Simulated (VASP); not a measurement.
SnPb2O3, 12 atoms in the cell. It takes space group P4/nmm (No. 129, tetragonal). Conventional cell: a = 3.987 Å, b = 3.987 Å, c = 15.979 Å, α = 90.00°, β = 90.00°, γ = 90.00°. Sn (site symmetry 4mm) has 4 O at 2.28 Å within 3.0 Å. Pb (site symmetry 4mm) has 4 O at 2.34 Å within 3.1 Å. Pb (site symmetry 4mm) has 4 O at 2.33 Å within 3.1 Å. O (site symmetry 2mm) has 2 Sn at 2.28 Å and 2 Pb at 2.34 Å and 4 O at 2.82 Å within 3.0 Å. O (site symmetry -4m2) has 4 Pb at 2.33 Å and 4 O at 2.82 Å within 3.1 Å. 

```yaml
Program: VASP 6.6.1
Task: single point
Functional: PBE
Potentials_or_basis: VASP PAW PBE potentials, release 64 (Sn_d, Pb_d, O)
Cutoff: 520 eV
k_mesh: 4 × 4 × 1
Occupations: gaussian, width 0.1 eV
Spin: no spin polarisation
Dipole_correction: no
Further_INCAR_settings: ALGO = Normal; EDIFF = 1e-06; NBANDS = 72
```

Potentials or basis: VASP PAW PBE potentials, release 64 (Sn_d, Pb_d, O).

The run is started by

```console
$ cat potpaw_PBE.64/Sn_d/POTCAR potpaw_PBE.64/Pb_d/POTCAR potpaw_PBE.64/O/POTCAR > POTCAR
$ mpirun -np 1 vasp_std > vasp.out
```

Hardware: 1 thread of Oxide Virtual Turin-like Processor, with other jobs on the host.

Problem. How long does it take, and how much memory?

Solution. Run time: 3.8 min on 1 thread of Oxide Virtual Turin-like Processor, on a shared host, peak memory 0.33 GiB. Counts: scf iterations 16, k points 6.
